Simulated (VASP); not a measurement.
# GaAs (F-43m) in VASP: single point with LDA

Aim: the single point of GaAs with LDA.

All numbers are computed with VASP 6.6.1; they aren't measurements. Logs are shortened: lines on timing, memory, paths and dates and some standing lists are left out, and cuts for length are marked.

## 1. The cell of the first run

Symmetry: F-43m, No. 216, cubic system. The conventional cell has a = 5.654 Å, b = 5.654 Å, c = 5.654 Å, α = 90.00°, β = 90.00°, γ = 90.00°. Ga (site symmetry -43m) has 4 As at 2.45 Å within 3.2 Å. Within 3.2 Å of As (site symmetry -43m) lie 4 Ga at 2.45 Å.

## 2. Single point, LDA

INCAR reads:

```
SYSTEM = GaAs
PREC = Accurate ; ENCUT = 500
EDIFF = 1E-6 ; ISMEAR = 0
SIGMA = 0.01 ; LREAL = .FALSE.
LASPH = .TRUE. ; NELM = 120
ALGO = Normal ; ISIF = 2
LWAVE = .FALSE. ; LCHARG = .FALSE.
NBANDS = 16 ; GGA_COMPAT = .FALSE.
```

KPOINTS reads:

```
Automatic mesh
0
G
  4 4 4
  0 0 0
```

POSCAR reads:

```
GaAs
1.0
    0.0000000000      2.8268500000      2.8268500000
    2.8268500000      0.0000000000      2.8268500000
    2.8268500000      2.8268500000      0.0000000000
Ga As
1 1
Direct
    0.0000000000      0.0000000000      0.0000000000
    0.2500000000      0.2500000000      0.2500000000
```

Potentials or basis: VASP PAW LDA potentials, release 64 (Ga_d, As).

Command:

```console
> cat potpaw_LDA.64/Ga_d/POTCAR potpaw_LDA.64/As/POTCAR > POTCAR
> mpirun -np 1 vasp_std > vasp.out
```

OUTCAR:

```text
SYSTEM = GaAs
   PREC = Accurate
   ENCUT = 500
   EDIFF = 1E-6
   ISMEAR = 0
   LREAL = .FALSE.
   LASPH = .TRUE.
   NELM = 120
   ISIF = 2

 ion  position               nearest neighbor table
   1  0.000  0.000  0.000-   2 2.45   2 2.45   2 2.45   2 2.45
   2  0.250  0.250  0.250-   1 2.45   1 2.45   1 2.45   1 2.45

  LATTYP: Found a face centered cubic cell.
 ALAT       =     5.6537000000

  Lattice vectors:

 A1 = (   0.0000000000,   2.8268500000,   2.8268500000)
 A2 = (   2.8268500000,   0.0000000000,   2.8268500000)
 A3 = (   2.8268500000,   2.8268500000,   0.0000000000)

Analysis of symmetry for initial positions (statically):
=====================================================================
 Subroutine PRICEL returns:
 Original cell was already a primitive cell.

 Routine SETGRP: Setting up the symmetry group for a
 face centered cubic supercell.

 Subroutine GETGRP returns: Found 24 space group operations
 (whereof 24 operations were pure point group operations)
 out of a pool of 48 trial point group operations.

The static configuration has the point symmetry T_d .

Analysis of symmetry for dynamics (positions and initial velocities):
=====================================================================
 Subroutine PRICEL returns:
 Original cell was already a primitive cell.

 Routine SETGRP: Setting up the symmetry group for a
 face centered cubic supercell.

 Subroutine GETGRP returns: Found 24 space group operations
 (whereof 24 operations were pure point group operations)
 out of a pool of 48 trial point group operations.

The dynamic configuration has the point symmetry T_d .

 Subroutine INISYM returns: Found 24 space group operations
 (whereof 24 operations are pure point group operations),
 and found     1 'primitive' translations

----------------------------------------------------------------------------------------

                                     Primitive cell

  volume of cell :      45.1792

  direct lattice vectors                    reciprocal lattice vectors
     0.000000000  2.826850000  2.826850000    -0.176875321  0.176875321  0.176875321
     2.826850000  0.000000000  2.826850000     0.176875321 -0.176875321  0.176875321
     2.826850000  2.826850000  0.000000000     0.176875321  0.176875321 -0.176875321

  length of vectors
     3.997769609  3.997769609  3.997769609     0.306357042  0.306357042  0.306357042

  position of ions in fractional coordinates (direct lattice)
     0.000000000  0.000000000  0.000000000
     0.250000000  0.250000000  0.250000000

  ion indices of the primitive-cell ions
   primitive index   ion index
                 1           1
                 2           2

----------------------------------------------------------------------------------------

 KPOINTS: Automatic mesh

Automatic generation of k-mesh.
 Grid dimensions read from file:
 generate k-points for:    4    4    4

 Generating k-lattice:

  Cartesian coordinates                     Fractional coordinates (reciprocal lattice)
    -0.044218830  0.044218830  0.044218830     0.250000000  0.000000000  0.000000000
     0.044218830 -0.044218830  0.044218830     0.000000000  0.250000000  0.000000000
     0.044218830  0.044218830 -0.044218830     0.000000000  0.000000000  0.250000000

  Length of vectors
     0.076589260  0.076589260  0.076589260

  Shift w.r.t. Gamma in fractional coordinates (k-lattice)
     0.000000000  0.000000000  0.000000000

 Subroutine IBZKPT returns following result:
 ===========================================

 Found      8 irreducible k-points:

 Following reciprocal coordinates:
            Coordinates               Weight
  0.000000  0.000000  0.000000      1.000000
  0.250000  0.000000  0.000000      8.000000
  0.500000  0.000000  0.000000      4.000000
  0.250000  0.250000  0.000000      6.000000
  0.500000  0.250000  0.000000     24.000000
 -0.250000  0.250000  0.000000     12.000000
  0.500000  0.500000  0.000000      3.000000
 -0.250000  0.500000  0.250000      6.000000
   k-points           NKPTS =      8   k-points in BZ     NKDIM =      8   number of bands    NBANDS=     16
   number of dos      NEDOS =    301   number of ions     NIONS =      2
   total plane-waves  NPLWV =  27000
   dimension x,y,z NGX =    30 NGY =   30 NGZ =   30
   dimension x,y,z NGXF=    60 NGYF=   60 NGZF=   60
   ions per type =               1   1
   NGX,Y,Z   is equivalent  to a cutoff of  12.48, 12.48, 12.48 a.u.
   NGXF,Y,Z  is equivalent  to a cutoff of  24.95, 24.95, 24.95 a.u.
 SYSTEM =  GaAs
   PREC   = accura    normal or accurate (medium, high low for compatibility)
   ISTART =      0    job   : 0-new  1-cont  2-samecut
   ICHARG =      2    charge: 1-file 2-atom 10-const
   ISPIN  =      1    spin polarized calculation?
   LNONCOLLINEAR =      F non collinear calculations
   LSORBIT =      F    spin-orbit coupling
   LASPH  =      T    aspherical Exc in radial PAW
   ENCUT  =  500.0 eV  36.75 Ry    6.06 a.u.   7.29  7.29  7.29*2*pi/ulx,y,z
   NELM   =    120;   NELMIN=  2; NELMDL= -5     # of ELM steps
   EDIFF  = 0.1E-05   stopping-criterion for ELM
   LREAL  =      F    real-space projection
   EDIFFG = 0.1E-04   stopping-criterion for IOM
   NSW    =      0    number of steps for IOM
   IBRION =     -1    ionic relax: 0-MD 1-quasi-New 2-CG
   NFREE  =      0    steps in history (QN), initial steepest desc. (CG)
   ISIF   =      2    stress and relaxation
   ISYM   =      2    0-nonsym 1-usesym 2-fastsym
   POTIM  = 0.5000    time-step for ionic-motion
   TEBEG  =    0.0;   TEEND  =   0.0 temperature during run
   PSTRESS=    0.0 pullay stress
   NELECT =      18.0000    total number of electrons
   NUPDOWN=      -1.0000    fix difference up-down
   EMIN   =  10.00;   EMAX   =-10.00  energy-range for DOS
   EFERMI =   0.00;   METHOD = LEGACY
   ISMEAR =     0;   SIGMA  =   0.01  broadening in eV -4-tet -1-fermi 0-gaus
   EFERMI_NEDOS =   21; number of points for ismear=-14 and -15
   IALGO  =     38    algorithm
   IMIX   =      4    mixing-type and parameters
     AMIX     =   0.40;   BMIX     =  1.00
     AMIX_MAG =   1.60;   BMIX_MAG =  1.00
  volume/ion in A,a.u.               =      22.59       152.44
  Fermi-wavevector in a.u.,A,eV,Ry     =   1.204628  2.276417 19.743799  1.451128
  Thomas-Fermi vector in A             =   2.340347
   LORBIT       =      0    0 simple, 1 ext, 2 COOP (PROOUT), +10 PAW based schemes
   GGA     = CA    functional components
   LHFCALC =     F    Hartree Fock is set to
   AEXX    =    0.0000 exact exchange contribution
   IVDW    =     0    specifies the selected vdW correction
   LEPSILON=     F    determine dielectric tensor
   LRPA    =     F    only Hartree local field effects (RPA)
 non-spin polarized calculation
 Gauss-broadening in eV      SIGMA  =   0.01
  energy-cutoff  :      500.00
  volume of cell :       45.18
 maximum number of plane-waves:      1174
 NGX is ok and might be reduce to    30
   NGX = 15   NGY = 15   NGZ = 15

 number of electron      17.9999995 magnetization

 Free energy of the ion-electron system (eV)
  ---------------------------------------------------
  ext. energy  EPLUGINS =         0.00000000
  ---------------------------------------------------
  free energy    TOTEN  =        -9.44598901 eV

  energy without entropy =       -9.44598901  energy(sigma->0) =       -9.44598901

 E-fermi :   3.9181     XC(G=0):  -9.8971

 val. band max:        3.8537554700   @ k =   0.0000   0.0000   0.0000
 cond. band min:       4.1655782401   @ k =   0.0000   0.0000   0.0000
 fundamental gap:      0.3118227701
 Fermi energy:         3.9180953126

 k-point     1 :       0.0000    0.0000    0.0000
  band No.  band energies     occupation
      1     -11.1375      2.00000
      2     -11.1375      2.00000
      3     -11.1375      2.00000
      4     -11.0610      2.00000
      5     -11.0610      2.00000
      6      -8.9169      2.00000
[... 8 lines left out ...]
     15      13.9907      0.00000
     16      13.9907      0.00000

 k-point     2 :       0.2500    0.0000    0.0000
  band No.  band energies     occupation
      1     -11.1771      2.00000
      2     -11.1265      2.00000
      3     -11.1265      2.00000
      4     -11.0607      2.00000
      5     -11.0607      2.00000
      6      -8.2247      2.00000
[... 8 lines left out ...]
     15      12.8223      0.00000
     16      12.8223      0.00000

 k-point     3 :       0.5000    0.0000    0.0000
  band No.  band energies     occupation
      1     -11.2116      2.00000
      2     -11.1186      2.00000
      3     -11.1186      2.00000
      4     -11.0572      2.00000
      5     -11.0572      2.00000
      6      -7.1452      2.00000
[... 8 lines left out ...]
     15      15.6366      0.00000
     16      15.6366      0.00000

 k-point     4 :       0.2500    0.2500    0.0000
  band No.  band energies     occupation
      1     -11.1970      2.00000
      2     -11.1140      2.00000
      3     -11.1140      2.00000
      4     -11.0724      2.00000
      5     -11.0547      2.00000
      6      -7.9887      2.00000
[... 8 lines left out ...]
     15      14.9953      0.00000
     16      15.0225      0.00000

 k-point     5 :       0.5000    0.2500    0.0000
  band No.  band energies     occupation
      1     -11.2230      2.00000
      2     -11.1083      2.00000
      3     -11.1030      2.00000
      4     -11.0717      2.00000
      5     -11.0541      2.00000
      6      -6.8543      2.00000
[... 8 lines left out ...]
     15      15.8054      0.00000
     16      16.2589      0.00000

 k-point     6 :      -0.2500    0.2500    0.0000
  band No.  band energies     occupation
      1     -11.2086      2.00000
      2     -11.1151      2.00000
      3     -11.1128      2.00000
      4     -11.0629      2.00000
      5     -11.0607      2.00000
      6      -7.2723      2.00000
[... 8 lines left out ...]
     15      14.0219      0.00000
     16      16.3726      0.00000

 k-point     7 :       0.5000    0.5000    0.0000
  band No.  band energies     occupation
      1     -11.2428      2.00000
      2     -11.0894      2.00000
      3     -11.0894      2.00000
      4     -11.0862      2.00000
      5     -11.0485      2.00000
      6      -6.3972      2.00000
[... 8 lines left out ...]
     15      16.9552      0.00000
     16      17.1529      0.00000

 k-point     8 :      -0.2500    0.5000    0.2500
  band No.  band energies     occupation
      1     -11.2297      2.00000
      2     -11.1076      2.00000
      3     -11.0941      2.00000
      4     -11.0717      2.00000
      5     -11.0571      2.00000
      6      -6.3383      2.00000
[... 8 lines left out ...]
     15      15.9688      0.00000
     16      17.0317      0.00000

------------------------ aborting loop because EDIFF is reached ----------------------------------------

  FORCE on cell =-STRESS in cart. coord.  units (eV):
  Direction    XX          YY          ZZ          XY          YZ          ZX
  --------------------------------------------------------------------------------------
  -------------------------------------------------------------------------------------
  Total       -0.3936559     -0.3936559     -0.3936559     -0.0000000      0.0000000     -0.0000000
  in kB      -13.9601165    -13.9601165    -13.9601165     -0.0000000      0.0000000     -0.0000000
  external PRESSURE =     -13.9601165 kB  Pullay stress =       0.0000000 kB

 VOLUME and BASIS-vectors are now :
 -----------------------------------------------------------------------------
  energy-cutoff  :      500.00
  volume of cell :       45.18
      direct lattice vectors                 reciprocal lattice vectors
     0.000000000  2.826850000  2.826850000    -0.176875321  0.176875321  0.176875321
     2.826850000  0.000000000  2.826850000     0.176875321 -0.176875321  0.176875321
     2.826850000  2.826850000  0.000000000     0.176875321  0.176875321 -0.176875321

 POSITION                                       TOTAL-FORCE (eV/Angst)
 -----------------------------------------------------------------------------------
      0.00000      0.00000      0.00000         0.000000      0.000000      0.000000
      1.41342      1.41342      1.41342        -0.000000     -0.000000     -0.000000
 -----------------------------------------------------------------------------------
    total drift:                               -0.000000     -0.000000     -0.000000

  FREE ENERGIE OF THE ION-ELECTRON SYSTEM (eV)
  ---------------------------------------------------
  free  energy   TOTEN  =        -9.4459890097 eV

  energy  without entropy=       -9.4459890097  energy(sigma->0) =       -9.44598901
```

Wall time 5.1 s (1 thread of AMD EPYC 7R43 (Zen 3), shared host); peak memory 0.11 GiB.

What came out:

```yaml
Free_energy: -9.4460 eV
Pressure: -1.4 GPa
Band_gap_on_the_k_mesh: 0.31 eV, direct
```

Caveat: the k points lie up to 0.48 Å⁻¹ apart.
